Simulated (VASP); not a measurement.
# V (Im-3m) in VASP: notebook

Runs on V. Level: LDA. Tasks: single point.

All numbers are computed with VASP 6.6.1; they aren't measurements. Logs are shortened: lines on timing, memory, paths and dates and some standing lists are left out, and cuts for length are marked.

### Step 1. The cell of the first run

Symmetry: Im-3m, No. 229, cubic system. The conventional cell has a = 2.926 Å, b = 2.926 Å, c = 2.926 Å, α = 90.00°, β = 90.00°, γ = 90.00°. V (site symmetry m-3m) has 14 V at 2.53 to 2.93 Å within 3.3 Å.

### Step 2. Single point, LDA, collinear spin, ferromagnetic start

Input file INCAR:

```
SYSTEM = V
PREC = Accurate
ENCUT = 500
EDIFF = 1E-6
ISMEAR = 0
SIGMA = 0.05
LREAL = .FALSE.
LASPH = .TRUE.
NELM = 200
ALGO = Normal
ISIF = 2
LWAVE = .FALSE.
LCHARG = .FALSE.
ISPIN = 2
MAGMOM = 1 1
LORBIT = 11
LMAXMIX = 4
GGA = CA
NBANDS = 24
GGA_COMPAT = .FALSE.
```

Input file KPOINTS:

```
regular mesh
0
G
  12 12 12
  0 0 0
```

Input file POSCAR:

```
V
1.0
    2.9258449976      0.0000000000      0.0000000000
    0.0000000000      2.9258449976      0.0000000000
    0.0000000000      0.0000000000      2.9258449976
V
2
Direct
    0.0000000000      0.0000000000      0.0000000000
    0.5000000000      0.5000000000      0.5000000000
```

Potentials or basis: VASP PAW LDA potentials, release 64 (V_sv).

Run with:

```
> cat potpaw_LDA.64/V_sv/POTCAR > POTCAR
> mpirun -np 1 vasp_std > vasp.out
```

OUTCAR:

```text
SYSTEM = V
   PREC = Accurate
   ENCUT = 500
   EDIFF = 1E-6
   ISMEAR = 0
   LREAL = .FALSE.
   LASPH = .TRUE.
   NELM = 200
   ISIF = 2
   ISPIN = 2
   LORBIT = 11
   GGA = CA

 ion  position               nearest neighbor table
   1  0.000  0.000  0.000-   2 2.53   2 2.53   2 2.53   2 2.53   2 2.53   2 2.53   2 2.53   2 2.53

   2  0.500  0.500  0.500-   1 2.53   1 2.53   1 2.53   1 2.53   1 2.53   1 2.53   1 2.53   1 2.53

  LATTYP: Found a simple cubic cell.
 ALAT       =     2.9258449976

  Lattice vectors:

 A1 = (   2.9258449976,   0.0000000000,   0.0000000000)
 A2 = (   0.0000000000,   2.9258449976,   0.0000000000)
 A3 = (   0.0000000000,   0.0000000000,   2.9258449976)

Analysis of symmetry for initial positions (statically):
=====================================================================
 Subroutine PRICEL returns following result:

  LATTYP: Found a body centered cubic cell.
 ALAT       =     2.9258449976

  Lattice vectors:

 A1 = (   1.4629224988,   1.4629224988,  -1.4629224988)
 A2 = (  -1.4629224988,   1.4629224988,   1.4629224988)
 A3 = (   1.4629224988,  -1.4629224988,   1.4629224988)

   2 primitive cells build up your supercell.

 Routine SETGRP: Setting up the symmetry group for a
 simple cubic supercell.

 Subroutine GETGRP returns: Found 48 space group operations
 (whereof 48 operations were pure point group operations)
 out of a pool of 48 trial point group operations.

The static configuration has the point symmetry O_h .

Analysis of symmetry for dynamics (positions and initial velocities):
=====================================================================
 Subroutine PRICEL returns following result:

  LATTYP: Found a body centered cubic cell.
 ALAT       =     2.9258449976

  Lattice vectors:

 A1 = (   1.4629224988,   1.4629224988,  -1.4629224988)
 A2 = (  -1.4629224988,   1.4629224988,   1.4629224988)
 A3 = (   1.4629224988,  -1.4629224988,   1.4629224988)

   2 primitive cells build up your supercell.

 Routine SETGRP: Setting up the symmetry group for a
 simple cubic supercell.

 Subroutine GETGRP returns: Found 48 space group operations
 (whereof 48 operations were pure point group operations)
 out of a pool of 48 trial point group operations.

The dynamic configuration has the point symmetry O_h .

Analysis of structural, dynamic, and magnetic symmetry:
=====================================================================
 Subroutine PRICEL returns following result:

  LATTYP: Found a body centered cubic cell.
 ALAT       =     2.9258449976

  Lattice vectors:

 A1 = (   1.4629224988,   1.4629224988,  -1.4629224988)
 A2 = (  -1.4629224988,   1.4629224988,   1.4629224988)
 A3 = (   1.4629224988,  -1.4629224988,   1.4629224988)

   2 primitive cells build up your supercell.

 Routine SETGRP: Setting up the symmetry group for a
 simple cubic supercell.

 Subroutine GETGRP returns: Found 48 space group operations
 (whereof 48 operations were pure point group operations)
 out of a pool of 48 trial point group operations.

The overall configuration has the point symmetry O_h .

 Subroutine INISYM returns: Found 48 space group operations
 (whereof 48 operations are pure point group operations),
 and found     2 'primitive' translations

----------------------------------------------------------------------------------------

                                     Primitive cell

  volume of cell :      12.5234

  direct lattice vectors                    reciprocal lattice vectors
     1.462922499  1.462922499 -1.462922499     0.341781605  0.341781605  0.000000000
    -1.462922499  1.462922499  1.462922499     0.000000000  0.341781605  0.341781605
     1.462922499 -1.462922499  1.462922499     0.341781605  0.000000000  0.341781605

  length of vectors
     2.533856095  2.533856095  2.533856095     0.483352182  0.483352182  0.483352182

  position of ions in fractional coordinates (direct lattice)
     0.000000000  0.000000000  0.000000000

  ion indices of the primitive-cell ions
   primitive index   ion index
                 1           1

----------------------------------------------------------------------------------------

 KPOINTS: regular mesh

Automatic generation of k-mesh.
 Grid dimensions read from file:
 generate k-points for:   12   12   12

 Generating k-lattice:

  Cartesian coordinates                     Fractional coordinates (reciprocal lattice)
     0.028481800  0.000000000  0.000000000     0.083333333  0.000000000  0.000000000
     0.000000000  0.028481800  0.000000000     0.000000000  0.083333333  0.000000000
     0.000000000  0.000000000  0.028481800     0.000000000  0.000000000  0.083333333

  Length of vectors
     0.028481800  0.028481800  0.028481800

  Shift w.r.t. Gamma in fractional coordinates (k-lattice)
     0.000000000  0.000000000  0.000000000

 Subroutine IBZKPT returns following result:
 ===========================================

 Found     84 irreducible k-points:

 Following reciprocal coordinates:
            Coordinates               Weight
  0.000000  0.000000  0.000000      1.000000
  0.083333  0.000000  0.000000      6.000000
  0.166667  0.000000  0.000000      6.000000
  0.250000  0.000000  0.000000      6.000000
  0.333333  0.000000  0.000000      6.000000
  0.416667  0.000000  0.000000      6.000000
[... 16 lines left out ...]
  0.333333  0.333333  0.000000     12.000000
  0.416667  0.333333  0.000000     24.000000
 [... further k-points ...]
   k-points           NKPTS =     84   k-points in BZ     NKDIM =     84   number of bands    NBANDS=     24
   number of dos      NEDOS =    301   number of ions     NIONS =      2
   total plane-waves  NPLWV =  13824
   dimension x,y,z NGX =    24 NGY =   24 NGZ =   24
   dimension x,y,z NGXF=    48 NGYF=   48 NGZF=   48
   ions per type =               2
   NGX,Y,Z   is equivalent  to a cutoff of  13.64, 13.64, 13.64 a.u.
   NGXF,Y,Z  is equivalent  to a cutoff of  27.27, 27.27, 27.27 a.u.
 SYSTEM =  V
   PREC   = accura    normal or accurate (medium, high low for compatibility)
   ISTART =      0    job   : 0-new  1-cont  2-samecut
   ICHARG =      2    charge: 1-file 2-atom 10-const
   ISPIN  =      2    spin polarized calculation?
   LNONCOLLINEAR =      F non collinear calculations
   LSORBIT =      F    spin-orbit coupling
   LASPH  =      T    aspherical Exc in radial PAW
   ENCUT  =  500.0 eV  36.75 Ry    6.06 a.u.   5.33  5.33  5.33*2*pi/ulx,y,z
   NELM   =    200;   NELMIN=  2; NELMDL= -5     # of ELM steps
   EDIFF  = 0.1E-05   stopping-criterion for ELM
   LREAL  =      F    real-space projection
   EDIFFG = 0.1E-04   stopping-criterion for IOM
   NSW    =      0    number of steps for IOM
   IBRION =     -1    ionic relax: 0-MD 1-quasi-New 2-CG
   NFREE  =      0    steps in history (QN), initial steepest desc. (CG)
   ISIF   =      2    stress and relaxation
   ISYM   =      2    0-nonsym 1-usesym 2-fastsym
   POTIM  = 0.5000    time-step for ionic-motion
   TEBEG  =    0.0;   TEEND  =   0.0 temperature during run
   PSTRESS=    0.0 pullay stress
   NELECT =      26.0000    total number of electrons
   NUPDOWN=      -1.0000    fix difference up-down
   EMIN   =  10.00;   EMAX   =-10.00  energy-range for DOS
   EFERMI =   0.00;   METHOD = LEGACY
   ISMEAR =     0;   SIGMA  =   0.05  broadening in eV -4-tet -1-fermi 0-gaus
   EFERMI_NEDOS =   21; number of points for ismear=-14 and -15
   IALGO  =     38    algorithm
   IMIX   =      4    mixing-type and parameters
     AMIX     =   0.40;   BMIX     =  1.00
     AMIX_MAG =   1.60;   BMIX_MAG =  1.00
  volume/ion in A,a.u.               =      12.52        84.51
  Fermi-wavevector in a.u.,A,eV,Ry     =   1.657606  3.132421 37.384150  2.747658
  Thomas-Fermi vector in A             =   2.745330
   LORBIT       =     11    0 simple, 1 ext, 2 COOP (PROOUT), +10 PAW based schemes
   GGA     = CA    functional components
   LHFCALC =     F    Hartree Fock is set to
   AEXX    =    0.0000 exact exchange contribution
   IVDW    =     0    specifies the selected vdW correction
   LEPSILON=     F    determine dielectric tensor
   LRPA    =     F    only Hartree local field effects (RPA)
 spin polarized calculation
 Gauss-broadening in eV      SIGMA  =   0.05
  energy-cutoff  :      500.00
  volume of cell :       25.05
 maximum number of plane-waves:       655
 NGX is ok and might be reduce to    24

 number of electron      26.0000021 magnetization      -0.0020245

 number of electron      26.0000021 magnetization       0.0010672

 Free energy of the ion-electron system (eV)
  ---------------------------------------------------
  ext. energy  EPLUGINS =         0.00000000
  ---------------------------------------------------
  free energy    TOTEN  =       -19.89834161 eV

  energy without entropy =      -19.89375639  energy(sigma->0) =      -19.89604900

 E-fermi :  10.4225     XC(G=0): -13.6318

 val. band max:       10.4198505764   @ k =   0.5000   0.1667   0.0833
 cond. band min:      10.4351515108   @ k =   0.2500   0.0833   0.0833
 fundamental gap:      0.0153009344
 Fermi energy:        10.4225461849

 spin component 1

 k-point     1 :       0.0000    0.0000    0.0000
  band No.  band energies     occupation
      1     -52.4639      1.00000
      2     -51.9993      1.00000
      3     -26.8141      1.00000
      4     -26.8141      1.00000
      5     -26.8141      1.00000
      6     -26.0298      1.00000
[... 16 lines left out ...]
     23      28.5206      0.00000
     24      28.5206      0.00000

 k-point     2 :       0.0833    0.0000    0.0000
  band No.  band energies     occupation
      1     -52.4547      1.00000
      2     -52.0058      1.00000
      3     -26.8162      1.00000
      4     -26.8001      1.00000
      5     -26.8001      1.00000
      6     -26.0592      1.00000
[... 16 lines left out ...]
     23      28.5161      0.00000
     24      28.8193      0.00000
[... 565 lines left out ...]
     23      27.8634      0.00000
     24      27.9628      0.00000

 k-point    24 :       0.4167    0.3333    0.0000
  band No.  band energies     occupation
      1     -52.2246      1.00000
      2     -52.1641      1.00000
      3     -27.1214      1.00000
      4     -27.0250      1.00000
      5     -26.4455      1.00000
      6     -26.3434      1.00000
[... 16 lines left out ...]
     23      27.5934      0.00000
     24      27.7819      0.00000

 [... further k-points ...]

 spin component 2

 k-point     1 :       0.0000    0.0000    0.0000
  band No.  band energies     occupation
      1     -52.4636      1.00000
      2     -51.9989      1.00000
      3     -26.8138      1.00000
      4     -26.8138      1.00000
      5     -26.8138      1.00000
      6     -26.0294      1.00000
[... 16 lines left out ...]
     23      28.5209      0.00000
     24      28.5209      0.00000

 k-point     2 :       0.0833    0.0000    0.0000
  band No.  band energies     occupation
      1     -52.4543      1.00000
      2     -52.0055      1.00000
      3     -26.8158      1.00000
      4     -26.7997      1.00000
      5     -26.7997      1.00000
      6     -26.0588      1.00000
[... 16 lines left out ...]
     23      28.5165      0.00000
     24      28.8196      0.00000
[... 565 lines left out ...]
     23      27.8637      0.00000
     24      27.9632      0.00000

 k-point    24 :       0.4167    0.3333    0.0000
  band No.  band energies     occupation
      1     -52.2242      1.00000
      2     -52.1637      1.00000
      3     -27.1211      1.00000
      4     -27.0247      1.00000
      5     -26.4451      1.00000
      6     -26.3431      1.00000
[... 16 lines left out ...]
     23      27.5937      0.00000
     24      27.7822      0.00000

 [... further k-points ...]

------------------------ aborting loop because EDIFF is reached ----------------------------------------

  FORCE on cell =-STRESS in cart. coord.  units (eV):
  Direction    XX          YY          ZZ          XY          YZ          ZX
  --------------------------------------------------------------------------------------
  -------------------------------------------------------------------------------------
  Total        0.0550331      0.0550331      0.0550331     -0.0000000     -0.0000000      0.0000000
  in kB        3.5203062      3.5203062      3.5203062     -0.0000000     -0.0000000      0.0000000
  external PRESSURE =       3.5203062 kB  Pullay stress =       0.0000000 kB

 VOLUME and BASIS-vectors are now :
 -----------------------------------------------------------------------------
  energy-cutoff  :      500.00
  volume of cell :       25.05
      direct lattice vectors                 reciprocal lattice vectors
     2.925844998  0.000000000  0.000000000     0.341781605  0.000000000  0.000000000
     0.000000000  2.925844998  0.000000000     0.000000000  0.341781605  0.000000000
     0.000000000  0.000000000  2.925844998     0.000000000  0.000000000  0.341781605

 POSITION                                       TOTAL-FORCE (eV/Angst)
 -----------------------------------------------------------------------------------
      0.00000      0.00000      0.00000         0.000000     -0.000000      0.000000
      1.46292      1.46292      1.46292        -0.000000      0.000000     -0.000000
 -----------------------------------------------------------------------------------
    total drift:                                0.000000      0.000000     -0.000000

  FREE ENERGIE OF THE ION-ELECTRON SYSTEM (eV)
  ---------------------------------------------------
  free  energy   TOTEN  =       -19.8983416077 eV

  energy  without entropy=      -19.8937563910  energy(sigma->0) =      -19.89604900

 total charge

# of ion       s       p       d       tot
------------------------------------------
    1        2.367   6.240   3.205  11.811
    2        2.367   6.240   3.205  11.811
--------------------------------------------------
tot          4.733  12.479   6.410  23.622

 magnetization (x)

# of ion       s       p       d       tot
------------------------------------------
    1        0.000   0.000   0.000   0.000
    2        0.000   0.000   0.000   0.000
--------------------------------------------------
tot          0.000   0.000   0.000   0.001
```

Wall time 74 s (1 thread of Intel Xeon 8259CL, shared host); peak memory 0.18 GiB.

Results:

```yaml
Free_energy: -19.8983 eV
Pressure: 0.4 GPa
Band_gap_on_the_k_mesh: zero (filled and empty bands overlap)
Net_moment: 0.00 μB per cell
Valence_electrons_inside_the_program's_atomic_spheres: V 11.81
```

Levels at points of the mesh, in eV from the Fermi level:
Spin up:
```csv
k point,band 11,band 12,band 13,band 14,band 15,band 16
"(0.00, 0.00, 0.00)",-3.36,0.40,0.40,0.40,2.59,2.59
"(0.50, 0.00, 0.00)",-0.73,-0.73,0.90,0.90,0.90,0.90
"(0.50, 0.50, 0.00)",-1.30,-1.30,2.03,2.03,2.61,2.61
"(0.50, 0.50, 0.50)",-1.17,-1.17,-1.17,-1.17,3.07,3.07
```
Spin down:
```csv
k point,band 11,band 12,band 13,band 14,band 15,band 16
"(0.00, 0.00, 0.00)",-3.36,0.40,0.40,0.40,2.59,2.59
"(0.50, 0.00, 0.00)",-0.73,-0.73,0.90,0.90,0.90,0.90
"(0.50, 0.50, 0.00)",-1.30,-1.30,2.03,2.03,2.61,2.61
"(0.50, 0.50, 0.50)",-1.17,-1.17,-1.17,-1.17,3.07,3.07
```

### Step 3. Single point, LDA, collinear spin, antiferromagnetic start

Input file INCAR:

```
SYSTEM = V
PREC = Accurate ; ENCUT = 500
EDIFF = 1E-6 ; ISMEAR = 0
SIGMA = 0.05 ; LREAL = .False.
LASPH = .True. ; NELM = 200
ALGO = Normal ; ISIF = 2
LWAVE = .False. ; LCHARG = .False.
ISPIN = 2 ; MAGMOM = 1 -1
LORBIT = 11 ; LMAXMIX = 4
GGA = CA ; NBANDS = 24
GGA_COMPAT = .False.
```

Input file KPOINTS:

```
Automatic mesh
0
Gamma
  12 12 12
  0 0 0
```

POSCAR is that of step 2.

Potentials or basis: VASP PAW LDA potentials, release 64 (V_sv).

Run with:

```
> cat potpaw_LDA.64/V_sv/POTCAR > POTCAR
> mpirun -np 1 vasp_std > vasp.out
```

Wall time 75 s (1 thread of Intel Xeon 8259CL, shared host); peak memory 0.18 GiB.

The run converged. Its results:

| Property | Result |
| --- | --- |
| Free energy | -19.8983 eV |
| Pressure | 0.4 GPa |
| Band gap on the k mesh | zero (filled and empty bands overlap) |
| Net moment | 0.00 μB per cell |
| Valence electrons inside the program's atomic spheres | V 11.81 |

Levels at points of the mesh, in eV from the Fermi level:
Spin up:
```tsv
k point	band 10	band 11	band 12	band 13	band 14	band 15	band 16	band 17
(0.00, 0.00, 0.00)	-3.36	-3.36	0.40	0.40	0.40	2.59	2.59	4.09
(0.50, 0.00, 0.00)	-2.87	-0.73	-0.73	0.90	0.90	0.90	0.90	2.12
(0.50, 0.50, 0.00)	-3.43	-1.30	-1.30	2.03	2.03	2.61	2.61	3.00
(0.50, 0.50, 0.50)	-1.17	-1.17	-1.17	-1.17	-1.17	3.07	3.07	3.07
```
Spin down:
| k point | band 11 | band 12 | band 13 | band 14 | band 15 | band 16 |
| --- | --- | --- | --- | --- | --- | --- |
| (0.00, 0.00, 0.00) | -3.36 | 0.40 | 0.40 | 0.40 | 2.59 | 2.59 |
| (0.50, 0.00, 0.00) | -0.73 | -0.73 | 0.90 | 0.90 | 0.90 | 0.90 |
| (0.50, 0.50, 0.00) | -1.30 | -1.30 | 2.03 | 2.03 | 2.61 | 2.61 |
| (0.50, 0.50, 0.50) | -1.17 | -1.17 | -1.17 | -1.17 | 3.07 | 3.07 |

### Step 4. Single point, LDA, collinear spin, ferromagnetic start

This run uses another cell than the first one: it holds 1 atom, not 2.

Input file INCAR:

```
SYSTEM = V
  PREC = Accurate
  ENCUT = 500
  EDIFF = 1E-6
  ISMEAR = 0
  SIGMA = 0.05
  LREAL = .False.
  LASPH = .True.
  NELM = 200
  ALGO = Normal
  ISIF = 2
  LWAVE = .False.
  LCHARG = .True.
  ISPIN = 2
  MAGMOM = 1
  LORBIT = 11
  LMAXMIX = 4
  LELF = .True.
  LVHAR = .True.
  NBANDS = 16
  GGA_COMPAT = .False.
```

Input file KPOINTS:

```
regular mesh
0
Gamma
  20 20 20
  0 0 0
```

Input file POSCAR:

```
V
1.0
   -1.5143500000      1.5143500000      1.5143500000
    1.5143500000     -1.5143500000      1.5143500000
    1.5143500000      1.5143500000     -1.5143500000
V
1
Direct
    0.0000000000      0.0000000000      0.0000000000
```

Run with:

```
> cat potpaw_LDA.64/V_sv/POTCAR > POTCAR
> mpirun -np 1 vasp_std > vasp.out
```

Run time: 1.7 min. Hardware: 1 thread of Intel Xeon 8259CL, shared host; peak memory 0.19 GiB.

Results (log left out):

* Free energy: -9.8721 eV
* Pressure: -17.6 GPa
* Net moment: 0.00 μB per cell
* Valence electrons inside the program's atomic spheres: V 11.62

Levels at points of the mesh, in eV from the Fermi level:
Spin up:
| k point | band 4 | band 5 | band 6 | band 7 | band 8 | band 9 |
| --- | --- | --- | --- | --- | --- | --- |
| (0.00, 0.00, 0.00) | -36.74 | -6.44 | 0.39 | 0.39 | 0.39 | 2.30 |
| (0.50, 0.00, 0.00) | -36.75 | -3.06 | -1.08 | 1.65 | 2.30 | 2.64 |
| (0.50, 0.50, 0.50) | -37.32 | -2.86 | -2.86 | 3.59 | 3.59 | 3.59 |
Spin down:
```tsv
k point	band 2	band 3	band 4	band 5	band 6	band 7	band 8	band 9	band 10	band 11
(0.00, 0.00, 0.00)	-36.74	-36.74	-36.74	-6.44	0.39	0.39	0.39	2.30	2.30	20.32
(0.50, 0.00, 0.00)	-37.58	-37.00	-36.75	-3.06	-1.08	1.65	2.30	2.64	3.97	9.82
(0.50, 0.50, 0.50)	-37.32	-37.32	-37.32	-2.86	-2.86	3.59	3.59	3.59	9.94	9.94
```

Caveat: the cell stands under tension.

(Continued in part 2 of 2.)
